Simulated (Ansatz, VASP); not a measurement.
# BN in VASP and in Ansatz

```
B N
1.0
     1.25112    0.72234    3.37293
    -1.25112    0.72234    3.37293
     0.00000   -1.44467    3.37293
B N
1 1
Cartesian
  0.0000 0.0000 10.1155
  0.0000 0.0000 3.3672
```

Alike in both runs: task single point; functional BLYP; k mesh 10 × 10 × 10; no spin polarisation.

```csv
,VASP,Ansatz
version,VASP 6.6.1,Ansatz 0.2.0
potentials or method,"VASP PAW PBE potentials, release 64 (B, N), cutoff 520 eV","plane waves, PAW"
occupations,"fermi-dirac, width 0.1 eV",fermi-dirac
valence electrons in the cell,8,8
```

|  | VASP | Ansatz | Ansatz less VASP |
| --- | --- | --- | --- |
| pressure (GPa) | 5.5 | 5.7 | +0.20 |
| traceless stress, the component that is largest in VASP (GPa) | -1.55 | -1.63 | -0.078 |

VASP's potentials were made for PBE, not for BLYP.
